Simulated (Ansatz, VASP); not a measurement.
# Au in VASP and in Ansatz

```
CELL_PARAMETERS angstrom
0.00000 2.29611 1.62335
2.29611 0.00000 1.62335
2.29611 2.29611 0.00000
ATOMIC_POSITIONS crystal
Au 0.00000 0.00000 0.00000
```

Alike in both runs: task single point; functional PBEsol; k mesh 22 × 22 × 22; occupations gaussian, width 0.15 eV; no spin polarisation.

|  | VASP | Ansatz |
| --- | --- | --- |
| version | VASP 6.6.1 | Ansatz 0.2.0 |
| potentials or method | VASP PAW PBE potentials, release 64 (Au), cutoff 520 eV | scalar-relativistic, plane waves, PAW |
| valence electrons in the cell | 11 | 19 |

```tsv
	VASP	Ansatz	Ansatz less VASP
gap on the k mesh at the Fermi level (eV)	none	none	-
pressure (GPa)	-0.9	-0.7	+0.22
```

VASP's potentials were made for PBE, not for PBEsol. A gap of «none» marks a metal or a gap that the smearing closes. With one functional, cell and mesh, what is left measures potentials, basis and numerics. VASP's potentials hold 11 valence electrons a cell and Ansatz's 19, so a difference there can come from the potentials and not from the codes.

Spin-orbit coupling is off throughout.
